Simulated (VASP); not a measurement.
Input of a VASP 6.6.1 run:

INCAR

```
PREC = Accurate ; ENCUT = 520
EDIFF = 1E-6 ; ISMEAR = 0
SIGMA = 0.1 ; LREAL = False
LASPH = True ; NELM = 60
ALGO = Normal ; ISIF = 2
LWAVE = False ; LCHARG = False
GGA = PE ; NBANDS = 50
```

Contents of KPOINTS:

```
Automatic mesh
0
Gamma
  4 4 4
```

File POSCAR:

```
Sn3GeO4
1.0
   -2.6911963000      2.6911963000      4.9794546000
    2.6911963000     -2.6911963000      4.9794546000
    2.6911963000      2.6911963000     -4.9794546000
Sn Ge O
3 1 4
Direct
    0.6285410000      0.6285410000      0.0000000000
    0.3662290000      0.8662290000      0.5000000000
    0.8662290000      0.3662290000      0.5000000000
    0.1496460000      0.1496460000      0.0000000000
    0.0021180000      0.0021180000      0.5095600000
    0.4925580000      0.4925580000      0.4904400000
    0.0021180000      0.4925580000      0.0000000000
    0.4925580000      0.0021180000      0.0000000000
```

Potentials or basis: VASP PAW PBE potentials, release 64 (Sn_d, Ge_d, O).

Run with:

```sh
$ cat potpaw_PBE.64/Sn_d/POTCAR potpaw_PBE.64/Ge_d/POTCAR potpaw_PBE.64/O/POTCAR > POTCAR
$ mpirun -np 1 vasp_std > vasp.out
```

(1) What does it give for the band gap on the k mesh?

(2) Predict the largest force.

(3) Predict the pressure.

Answers

(1) 0.78 eV, indirect (least direct gap 2.08 eV).

(2) 0.074 eV/Å.

(3) 0.2 GPa.

Caveat: spin-orbit coupling is left out, which moves the levels of the heavy elements.
